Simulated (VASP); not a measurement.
Here is a VASP 6.6.1 calculation.

INCAR

```
SYSTEM = Si2W
ALGO = Normal ; EDIFF = 1E-6
ENCUT = 500 ; GGA_COMPAT = .FALSE.
ISIF = 2 ; ISMEAR = -1
ISYM = 0 ; LASPH = .TRUE.
LCHARG = .FALSE. ; LREAL = .FALSE.
LWAVE = .FALSE. ; NBANDS = 18
NELM = 120 ; PREC = Accurate
SIGMA = 0.05
```

Contents of KPOINTS:

```
k-points
0
G
  11 11 14
  0 0 0
```

Contents of POSCAR:

```
Si2W
1.0
   -1.6374981928      1.6374981928      4.0172745203
    1.6374981928     -1.6374981928      4.0172745203
    1.6374981928      1.6374981928     -4.0172745203
Si W
2 1
Direct
    0.3330000000      0.3330000000      0.0000000000
    0.6670000000      0.6670000000      0.0000000000
    0.0000000000      0.0000000000      0.0000000000
```

Potentials or basis: VASP PAW LDA potentials, release 64 (Si, W_sv).

Launch:

```bash
$ cat potpaw_LDA.64/Si/POTCAR potpaw_LDA.64/W_sv/POTCAR > POTCAR
$ mpirun -np 1 vasp_std > vasp.out
```

Task: What does it give for the band gap on the k mesh?

Result: Zero (bands 11 and 12 overlap by 1.16 eV).

Task: Predict the largest force.

Result: 0.421 eV/Å.

Task: Estimate the pressure.

Result: -17.4 GPa.

Stress tensor (GPa, compression positive):
```
-16.04   0.05   0.00
  0.05 -16.04   0.00
  0.00   0.00 -20.19
```

Caveat: the cell stands under tension; spin-orbit coupling is left out, which moves the levels of the heavy elements.
